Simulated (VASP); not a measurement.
Wanted: the native input for a VASP 6.6.1 run.

| Quantity | Value |
| --- | --- |
| Task | single point |
| Functional | PBE |
| Dispersion | D3(BJ) |
| Potentials or basis | VASP PAW PBE potentials, release 64 (Ti_sv, O) |
| Cutoff | 600 eV |
| k mesh | 6 × 6 × 8 |
| Occupations | gaussian, width 0.05 eV |
| Spin | no spin polarisation |
| Dipole correction | no |
| Further INCAR settings | ALGO = Normal; EDIFF = 1e-06; NBANDS = 33 |

The structure of TiO2 lies in POSCAR:

```
TiO2
1.0
    4.6194450237      0.0000000000      0.0000000000
    0.0000000000      4.6194450237      0.0000000000
    0.0000000000      0.0000000000      2.9579431945
Ti O
2 4
Direct
    0.0000000000      0.0000000000      0.0000000000
    0.5000000000      0.5000000000      0.5000000000
    0.3046418900      0.3046418900      0.0000000000
    0.8046418900      0.1953581100      0.5000000000
    0.1953581100      0.8046418900      0.5000000000
    0.6953581100      0.6953581100      0.0000000000
```

One way to write it, as run:

INCAR

```
PREC     = Accurate       # precision mode
ENCUT    = 600            # plane-wave cutoff, eV
EDIFF    = 1E-6           # SCF threshold, eV
ISMEAR   = 0              # smearing method
SIGMA    = 0.05           # smearing width, eV
LREAL    = False          # projectors in reciprocal space
LASPH    = True           # aspherical terms in the spheres
NELM     = 120            # most SCF steps
ALGO     = Normal         # electronic algorithm
ISIF     = 2              # what is computed and relaxed
LWAVE    = False          # write WAVECAR
LCHARG   = True           # write CHGCAR
GGA      = PE             # functional
IVDW     = 12             # dispersion correction
LELF     = True           # ELF
LVHAR    = True         
NBANDS   = 33             # bands
GGA_COMPAT= False
```

KPOINTS

```
regular mesh
0
Gamma
  6 6 8
```

Potentials or basis: VASP PAW PBE potentials, release 64 (Ti_sv, O).

Command:

```sh
$ cat potpaw_PBE.64/Ti_sv/POTCAR potpaw_PBE.64/O/POTCAR > POTCAR
$ mpirun -np 1 vasp_std > vasp.out
```

Results of the run:

* Pressure: -0.9 GPa
* Largest force: 0.030 eV/Å
* Band gap on the k mesh: 1.84 eV, direct
* Dispersion energy per atom: -0.246 eV

Caveat: three body term missing.

It took 99 s on 1 thread of Intel Xeon 6975P-C, with other jobs on the host, peak memory 0.26 GiB.
